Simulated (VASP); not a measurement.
**Nb4H: single point with PBE**

The system is Nb4H, a slab with vacuum.

```
Nb H
1.0
     2.98290    0.00000    0.00000
     0.00000    4.21846    0.00000
     0.00000    0.00000   19.81277
Nb H
4 1
Direct
  0.50000 0.50000 0.20189
  0.00000 0.00000 0.27717
  0.50000 0.50000 0.35696
  0.00000 0.00000 0.41957
  0.16667 0.50000 0.43894
```

```yaml
Program: VASP 6.6.1
Task: single point
Functional: PBE
Potentials_or_basis: VASP PAW PBE potentials, release 64 (Nb_sv, H)
Cutoff: 520 eV
k_mesh: 9 × 6 × 1
Occupations: gaussian, width 0.1 eV
Spin: no spin polarisation
```

```yaml
Largest_force: 1.399 eV/Å
```

Forces in eV/Å, atoms in the order of the input:
```
Nb  -0.095  0.000  1.395
Nb   0.088  0.000 -1.189
Nb  -0.029  0.000 -0.397
Nb   0.560  0.000  0.178
H   -0.523  0.000  0.013
```

Levels at points of the mesh, in eV from the Fermi level:
```
           k point  band 22  band 23  band 24  band 25  band 26  band 27  band 28  band 29  band 30  band 31
(0.00, 0.00, 0.00)    -2.22    -0.99    -0.55    -0.46    -0.29     0.18     0.20     0.40     0.89     1.42
(0.00, 0.50, 0.00)    -1.61    -1.24    -0.49    -0.20    -0.19     0.21     0.28     0.42     0.50     1.27
```

It took 2.6 min on 1 thread of Intel(R) Xeon(R) 6975P-C (Granite Rapids), on a shared host, peak memory 0.39 GiB.
